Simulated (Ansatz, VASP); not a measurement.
LiF in VASP and in Ansatz

The input POSCAR:

```
LiF
1.0
    0.0000000000      2.1751200000      2.1751200000
    2.1751200000      0.0000000000      2.1751200000
    2.1751200000      2.1751200000      0.0000000000
Li F
1 1
Direct
    0.0000000000      0.0000000000      0.0000000000
    0.5000000000      0.5000000000      0.5000000000
```

INCAR.step1

```
PREC = Accurate
ENCUT = 1490
ISMEAR = 0
SIGMA = 0.05
LREAL = False
LASPH = True
NELM = 120
NBANDS = 12
GGA = PE
ALGO = Normal
EDIFF = 1E-5
LWAVE = True
LCHARG = False
GGA_COMPAT = False
```

The input INCAR.step2:

```
PREC = Accurate
ENCUT = 1490
EDIFF = 1E-6
ISMEAR = 0
SIGMA = 0.05
LREAL = False
LASPH = True
NELM = 120
ALGO = Normal
ISIF = 2
LWAVE = False
LCHARG = True
METAGGA = R2SCAN
LMIXTAU = True
LELF = True
LVHAR = True
NBANDS = 12
ISTART = 1
GGA_COMPAT = False
```

File KPOINTS:

```
regular mesh
0
Gamma
  10 10 10
```

Input for Ansatz:

```yaml
crystal:
  lattice:
    - [0.0, 2.17512, 2.17512]
    - [2.17512, 0.0, 2.17512]
    - [2.17512, 2.17512, 0.0]
  atoms:
    - { symbol: Li, position: [0.0, 0.0, 0.0] }
    - { symbol: F, position: [0.5, 0.5, 0.5] }
basis:
  ecutwfc: 500
kpoints:
  mp_grid: { grid: [10, 10, 10] }
hamiltonian:
  xc: r2scan
scf:
  occupations: { method: gaussian, width: 0.05 }
output:
  forces: true
  stress: true
  eigenvalues: true
```

Change from the starting cell: strain +0.080 along x and y, +0.080 along z, atoms carried along.

Alike in both runs: task single point; functional r2SCAN; k mesh 10 × 10 × 10; occupations gaussian, width 0.05 eV; no spin polarisation.

|  | VASP | Ansatz |
| --- | --- | --- |
| version | VASP 6.6.1 | Ansatz 0.2.0 |
| potentials or method | VASP PAW PBE potentials, release 64 (Li_sv, F_h), cutoff 1490 eV | scalar-relativistic, plane waves, PAW |
| valence electrons in the cell | 10 | 10 |

```tsv
	VASP	Ansatz	Ansatz less VASP
gap on the k mesh at the Fermi level (eV)	8.30	8.20	-0.098
least direct gap on the mesh (eV)	8.30	8.20	-0.098
pressure (GPa)	-12.7	-11.6	+1.11
```

VASP's potentials were made for PBE, not for r2SCAN. The functional is the same, so the differences come from potentials, cutoffs and numerics.
